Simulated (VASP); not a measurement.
# ZrC (I4mm) in VASP: notebook

The runs below take ZrC through single point, with PBE.

Program: VASP 6.6.1. These are calculated values, not measurements. Logs are shortened: lines on timing, memory, paths and dates and some standing lists are left out, and cuts for length are marked.

**1. The cell of the first run**

It takes space group I4mm (No. 107, tetragonal). The conventional cell has a = 3.324 Å, b = 3.324 Å, c = 4.700 Å, α = 90.00°, β = 90.00°, γ = 90.00°. Within 2.8 Å of Zr (site symmetry 4mm) lie 6 C at 2.09 to 2.61 Å. C (site symmetry 4mm) has 6 Zr at 2.09 to 2.61 Å within 2.8 Å.

**2. Single point, PBE**

INCAR

```
SYSTEM = ZrC
ALGO     = Normal         ! electronic algorithm
EDIFF    = 1E-7           ! SCF threshold, eV
ENCUT    = 520            ! plane-wave cutoff, eV
GGA      = PE             ! functional
ISIF     = 2              ! what is computed and relaxed
ISMEAR   = 0              ! smearing method
LASPH    = .TRUE.         ! aspherical terms in the spheres
LCHARG   = .FALSE.        ! write CHGCAR
LREAL    = .FALSE.        ! projectors in reciprocal space
LWAVE    = .FALSE.        ! write WAVECAR
NBANDS   = 15             ! bands
NELM     = 60             ! most SCF steps
PREC     = Accurate       ! precision mode
SIGMA    = 0.15           ! smearing width, eV
```

KPOINTS

```
k-points
0
G
  18 18 18
  0 0 0
```

POSCAR

```
ZrC
1.0
    0.0000000000      2.3502100000      2.3502100000
    2.3502100000      0.0000000000      2.3502100000
    2.3502100000      2.3502100000      0.0000000000
Zr C
1 1
Direct
    0.5000000000      0.5000000000      0.5000000000
   -0.0558460733     -0.0558460733      0.0558460733
```

Potentials or basis: VASP PAW PBE potentials, release 64 (Zr_sv, C).

Started as:

```
$ cat potpaw_PBE.64/Zr_sv/POTCAR potpaw_PBE.64/C/POTCAR > POTCAR
$ mpirun -np 1 vasp_std > vasp.out
```

OUTCAR:

```text
SYSTEM = ZrC
   EDIFF = 1E-7
   ENCUT = 520
   GGA = PE
   ISIF = 2
   ISMEAR = 0
   LASPH = .TRUE.
   LREAL = .FALSE.
   NELM = 60
   PREC = Accurate

 ion  position               nearest neighbor table
   1  0.500  0.500  0.500-   2 2.09   2 2.36   2 2.36   2 2.36   2 2.36   2 2.61
   2  0.944  0.944  0.056-   1 2.09   1 2.36   1 2.36   1 2.36   1 2.36   1 2.61

  LATTYP: Found a face centered cubic cell.
 ALAT       =     4.7004200000

  Lattice vectors:

 A1 = (   0.0000000000,   2.3502100000,   2.3502100000)
 A2 = (   2.3502100000,   0.0000000000,   2.3502100000)
 A3 = (   2.3502100000,   2.3502100000,   0.0000000000)

Analysis of symmetry for initial positions (statically):
=====================================================================
 Subroutine PRICEL returns:
 Original cell was already a primitive cell.

 Routine SETGRP: Setting up the symmetry group for a
 face centered cubic supercell.

 Subroutine GETGRP returns: Found  8 space group operations
 (whereof  8 operations were pure point group operations)
 out of a pool of 48 trial point group operations.

The static configuration has the point symmetry C_4v.

Analysis of symmetry for dynamics (positions and initial velocities):
=====================================================================
 Subroutine PRICEL returns:
 Original cell was already a primitive cell.

 Routine SETGRP: Setting up the symmetry group for a
 face centered cubic supercell.

 Subroutine GETGRP returns: Found  8 space group operations
 (whereof  8 operations were pure point group operations)
 out of a pool of 48 trial point group operations.

The dynamic configuration has the point symmetry C_4v.

 Subroutine INISYM returns: Found  8 space group operations
 (whereof  8 operations are pure point group operations),
 and found     1 'primitive' translations

----------------------------------------------------------------------------------------

                                     Primitive cell

  volume of cell :      25.9627

  direct lattice vectors                    reciprocal lattice vectors
     0.000000000  2.350210000  2.350210000    -0.212746946  0.212746946  0.212746946
     2.350210000  0.000000000  2.350210000     0.212746946 -0.212746946  0.212746946
     2.350210000  2.350210000  0.000000000     0.212746946  0.212746946 -0.212746946

  length of vectors
     3.323698856  3.323698856  3.323698856     0.368488520  0.368488520  0.368488520

  position of ions in fractional coordinates (direct lattice)
     0.500000000  0.500000000  0.500000000
     0.944153927  0.944153927  0.055846073

  ion indices of the primitive-cell ions
   primitive index   ion index
                 1           1
                 2           2

----------------------------------------------------------------------------------------

 KPOINTS: k-points

Automatic generation of k-mesh.
 Grid dimensions read from file:
 generate k-points for:   18   18   18

 Generating k-lattice:

  Cartesian coordinates                     Fractional coordinates (reciprocal lattice)
    -0.011819275  0.011819275  0.011819275     0.055555556  0.000000000  0.000000000
     0.011819275 -0.011819275  0.011819275     0.000000000  0.055555556  0.000000000
     0.011819275  0.011819275 -0.011819275     0.000000000  0.000000000  0.055555556

  Length of vectors
     0.020471584  0.020471584  0.020471584

  Shift w.r.t. Gamma in fractional coordinates (k-lattice)
     0.000000000  0.000000000  0.000000000

 Subroutine IBZKPT returns following result:
 ===========================================

 Found    480 irreducible k-points:

 Following reciprocal coordinates:
            Coordinates               Weight
  0.000000  0.000000  0.000000      1.000000
  0.055556  0.000000  0.000000      8.000000
  0.111111  0.000000  0.000000      8.000000
  0.166667  0.000000  0.000000      8.000000
  0.222222  0.000000  0.000000      8.000000
  0.277778  0.000000  0.000000      8.000000
[... 16 lines left out ...]
  0.388889  0.055556  0.000000      8.000000
  0.000000  0.388889  0.055556     16.000000
 [... further k-points ...]
   k-points           NKPTS =    480   k-points in BZ     NKDIM =    480   number of bands    NBANDS=     15
   number of dos      NEDOS =    301   number of ions     NIONS =      2
   total plane-waves  NPLWV =  21952
   dimension x,y,z NGX =    28 NGY =   28 NGZ =   28
   dimension x,y,z NGXF=    56 NGYF=   56 NGZF=   56
   ions per type =               1   1
   NGX,Y,Z   is equivalent  to a cutoff of  14.01, 14.01, 14.01 a.u.
   NGXF,Y,Z  is equivalent  to a cutoff of  28.01, 28.01, 28.01 a.u.
 SYSTEM =  ZrC
   PREC   = accura    normal or accurate (medium, high low for compatibility)
   ISTART =      0    job   : 0-new  1-cont  2-samecut
   ICHARG =      2    charge: 1-file 2-atom 10-const
   ISPIN  =      1    spin polarized calculation?
   LNONCOLLINEAR =      F non collinear calculations
   LSORBIT =      F    spin-orbit coupling
   LASPH  =      T    aspherical Exc in radial PAW
   ENCUT  =  520.0 eV  38.22 Ry    6.18 a.u.   6.18  6.18  6.18*2*pi/ulx,y,z
   NELM   =     60;   NELMIN=  2; NELMDL= -5     # of ELM steps
   EDIFF  = 0.1E-06   stopping-criterion for ELM
   LREAL  =      F    real-space projection
   EDIFFG = 0.1E-05   stopping-criterion for IOM
   NSW    =      0    number of steps for IOM
   IBRION =     -1    ionic relax: 0-MD 1-quasi-New 2-CG
   NFREE  =      0    steps in history (QN), initial steepest desc. (CG)
   ISIF   =      2    stress and relaxation
   ISYM   =      2    0-nonsym 1-usesym 2-fastsym
   POTIM  = 0.5000    time-step for ionic-motion
   TEBEG  =    0.0;   TEEND  =   0.0 temperature during run
   PSTRESS=    0.0 pullay stress
   NELECT =      16.0000    total number of electrons
   NUPDOWN=      -1.0000    fix difference up-down
   EMIN   =  10.00;   EMAX   =-10.00  energy-range for DOS
   EFERMI =   0.00;   METHOD = LEGACY
   ISMEAR =     0;   SIGMA  =   0.15  broadening in eV -4-tet -1-fermi 0-gaus
   EFERMI_NEDOS =   21; number of points for ismear=-14 and -15
   IALGO  =     38    algorithm
   IMIX   =      4    mixing-type and parameters
     AMIX     =   0.40;   BMIX     =  1.00
     AMIX_MAG =   1.60;   BMIX_MAG =  1.00
  volume/ion in A,a.u.               =      12.98        87.60
  Fermi-wavevector in a.u.,A,eV,Ry     =   1.393151  2.632673 26.407131  1.940869
  Thomas-Fermi vector in A             =   2.516825
   LORBIT       =      0    0 simple, 1 ext, 2 COOP (PROOUT), +10 PAW based schemes
   GGA     = PE    functional components
   LHFCALC =     F    Hartree Fock is set to
   AEXX    =    0.0000 exact exchange contribution
   IVDW    =     0    specifies the selected vdW correction
   LEPSILON=     F    determine dielectric tensor
   LRPA    =     F    only Hartree local field effects (RPA)
 non-spin polarized calculation
 Gauss-broadening in eV      SIGMA  =   0.15
  energy-cutoff  :      520.00
  volume of cell :       25.96
 maximum number of plane-waves:       725
 NGX is ok and might be reduce to    28
   NGX = 13   NGY = 13   NGZ = 13

 number of electron      16.0000000 magnetization

 Free energy of the ion-electron system (eV)
  ---------------------------------------------------
  ext. energy  EPLUGINS =         0.00000000
  ---------------------------------------------------
  free energy    TOTEN  =       -19.19905996 eV

  energy without entropy =      -19.19698651  energy(sigma->0) =      -19.19802323

 E-fermi :   9.6433     XC(G=0): -12.1031

 val. band max:        9.6278343200   @ k =   0.4444   0.3889   0.0000
 cond. band min:       9.6545140202   @ k =   0.5000   0.0556  -0.4444
 fundamental gap:      0.0266797002
 Fermi energy:         9.6433147412

 k-point     1 :       0.0000    0.0000    0.0000
  band No.  band energies     occupation
      1     -38.4777      2.00000
      2     -16.2288      2.00000
      3     -16.1975      2.00000
      4     -16.1975      2.00000
      5      -1.6254      2.00000
      6       9.1716      1.99999
      7       9.1716      1.99999
      8       9.4213      1.96365
      9      10.7148      0.00000
     10      12.2724      0.00000
     11      12.2724      0.00000
     12      12.4428      0.00000
     13      14.0536      0.00000
     14      16.7208      0.00000
     15      19.9342      0.00000

 k-point     2 :       0.0556    0.0000    0.0000
  band No.  band energies     occupation
      1     -38.4746      2.00000
      2     -16.2464      2.00000
      3     -16.2105      2.00000
      4     -16.2001      2.00000
      5      -1.5552      2.00000
      6       8.8036      2.00000
      7       9.0871      2.00000
      8       9.5524      1.60878
      9      10.7291      0.00000
     10      11.7877      0.00000
     11      12.1657      0.00000
     12      13.1548      0.00000
     13      14.3504      0.00000
     14      16.8858      0.00000
     15      20.1302      0.00000

 k-point     3 :       0.1111    0.0000    0.0000
  band No.  band energies     occupation
      1     -38.4658      2.00000
      2     -16.3206      2.00000
      3     -16.2238      2.00000
      4     -16.2076      2.00000
      5      -1.3505      2.00000
      6       8.2128      2.00000
      7       8.8242      2.00000
      8       9.3999      1.97825
      9      10.8415      0.00000
     10      11.5451      0.00000
     11      12.0818      0.00000
     12      14.0811      0.00000
     13      15.0276      0.00000
     14      17.3200      0.00000
     15      20.6806      0.00000
[... 343 lines left out ...]
 k-point    23 :       0.3889    0.0556    0.0000
  band No.  band energies     occupation
      1     -38.3896      2.00000
      2     -16.9427      2.00000
      3     -16.2907      2.00000
      4     -16.2852      2.00000
      5       0.6703      2.00000
      6       5.1888      2.00000
      7       7.0734      2.00000
      8       7.1371      2.00000
      9      12.6255      0.00000
     10      13.6934      0.00000
     11      13.8338      0.00000
     12      17.4030      0.00000
     13      17.8258      0.00000
     14      19.9523      0.00000
     15      23.5812      0.00000

 k-point    24 :       0.0000    0.3889    0.0556
  band No.  band energies     occupation
      1     -38.3897      2.00000
      2     -16.9385      2.00000
      3     -16.3011      2.00000
      4     -16.2770      2.00000
      5       0.6580      2.00000
      6       5.1780      2.00000
      7       6.9396      2.00000
      8       7.3295      2.00000
      9      12.5386      0.00000
     10      13.5023      0.00000
     11      13.9031      0.00000
     12      17.6207      0.00000
     13      18.3304      0.00000
     14      19.3346      0.00000
     15      23.4183      0.00000

 [... further k-points ...]

------------------------ aborting loop because EDIFF is reached ----------------------------------------

  FORCE on cell =-STRESS in cart. coord.  units (eV):
  Direction    XX          YY          ZZ          XY          YZ          ZX
  --------------------------------------------------------------------------------------
  -------------------------------------------------------------------------------------
  Total        0.1182344      0.1182344      3.2633709      0.0000000      0.0000000     -0.0000000
  in kB        7.2963288      7.2963288    201.3849482      0.0000000      0.0000000     -0.0000000
  external PRESSURE =      71.9925353 kB  Pullay stress =       0.0000000 kB

 VOLUME and BASIS-vectors are now :
 -----------------------------------------------------------------------------
  energy-cutoff  :      520.00
  volume of cell :       25.96
      direct lattice vectors                 reciprocal lattice vectors
     0.000000000  2.350210000  2.350210000    -0.212746946  0.212746946  0.212746946
     2.350210000  0.000000000  2.350210000     0.212746946 -0.212746946  0.212746946
     2.350210000  2.350210000  0.000000000     0.212746946  0.212746946 -0.212746946

 POSITION                                       TOTAL-FORCE (eV/Angst)
 -----------------------------------------------------------------------------------
      2.35021      2.35021      2.35021         0.000000      0.000000     -2.312568
      2.35021      2.35021      4.43792         0.000000      0.000000      2.312568
 -----------------------------------------------------------------------------------
    total drift:                                0.000000      0.000000     -0.000012

  FREE ENERGIE OF THE ION-ELECTRON SYSTEM (eV)
  ---------------------------------------------------
  free  energy   TOTEN  =       -19.1990599578 eV

  energy  without entropy=      -19.1969865054  energy(sigma->0) =      -19.19802323
```

Wall time 2.4 min (1 thread of AMD EPYC 9R45 (Zen 5), shared host); peak memory 0.28 GiB.

What came out:

```yaml
Free_energy: -19.1991 eV
Pressure: 7.2 GPa
Largest_force: 2.313 eV/Å
Band_gap_on_the_k_mesh: zero (bands 8 and 9 overlap by 0.81 eV)
```

Forces in eV/Å, atoms in the order of the input:
```
Zr   0.000  0.000 -2.313
C    0.000  0.000  2.313
```

Levels at points of the mesh, in eV from the Fermi level:
```tsv
k point	band 6	band 7	band 8	band 9	band 10	band 11
(0.00, 0.00, 0.00)	-0.47	-0.47	-0.22	1.07	2.63	2.63
(0.50, 0.00, 0.00)	-5.25	-2.92	-2.82	4.23	4.54	5.16
(0.50, 0.50, 0.00)	-1.84	-1.81	0.03	0.03	4.47	5.60
(0.00, 0.50, 0.50)	-2.69	-2.11	-0.15	1.13	4.86	5.60
```

Caveat: the cell differs from its parent crystal (all C atoms moved +0.263 Å, as atom 2 towards its neighbour atom 1 (Zr) at 2.350 Å); the cell stands under pressure; forces of over 1 eV/Å act on the atoms, so gaps and moduli don't describe the material at rest.

(Continued in part 2 of 2.)
